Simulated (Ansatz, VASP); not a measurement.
**One calculation of Pb, two programs**

File INCAR:

```
SYSTEM = Pb
ALGO = Fast
EDIFF = 1E-6
ENCUT = 520
GGA = PS
ISIF = 2
ISMEAR = 0
LASPH = .TRUE.
LCHARG = .FALSE.
LREAL = .FALSE.
LWAVE = .FALSE.
NBANDS = 21
NELM = 60
PREC = Accurate
SIGMA = 0.15
```

KPOINTS

```
k-points
0
G
  18 18 10
  0 0 0
```

The input POSCAR:

```
Pb
1.0
    3.2748060304      0.0000000000      0.0000000000
   -1.6374030152      2.8360652148      0.0000000000
    0.0000000000      0.0000000000      6.3124696817
Pb
2
Direct
    0.3333333333      0.6666666667      0.2500000000
    0.6666666667      0.3333333333      0.7500000000
```

Input for Ansatz:

```yaml
crystal:
  lattice:
    - [3.2748060304, 0.0, 0.0]
    - [-1.6374030152, 2.8360652148, 0.0]
    - [0.0, 0.0, 6.3124696817]
  atoms:
    - { symbol: Pb, position: [0.3333333333, 0.6666666667, 0.25] }
    - { symbol: Pb, position: [0.6666666667, 0.3333333333, 0.75] }
basis:
  ecutwfc: 420
kpoints:
  mp_grid: { grid: [18, 18, 10] }
hamiltonian:
  xc: pbesol
scf:
  occupations: { method: gaussian, width: 0.15 }
output:
  forces: true
  stress: true
  eigenvalues: true
```

Alike in both runs: task single point; functional PBEsol; k mesh 18 × 18 × 10; occupations gaussian, width 0.15 eV; no spin polarisation.

```csv
,VASP,Ansatz
version,VASP 6.6.1,Ansatz 0.2.0
potentials or method,"VASP PAW PBE potentials, release 64 (Pb_d), cutoff 520 eV","scalar-relativistic, plane waves, PAW"
valence electrons in the cell,28,28
```

Ansatz gave:

| Item | Value |
| --- | --- |
| gap on the k mesh at the Fermi level (eV) | none |
| pressure (GPa) | 2.5 |
| traceless stress, the component that is largest in VASP (GPa) | -5.26 |

Question: What did VASP give for the same quantities?

Answer: gap on the k mesh at the Fermi level (eV): none; pressure (GPa): 2.4; traceless stress, the component that is largest in VASP (GPa): -5.24.

VASP's potentials were made for PBE, not for PBEsol. A gap of «none» marks a metal or a gap that the smearing closes.

Spin-orbit coupling is off throughout.
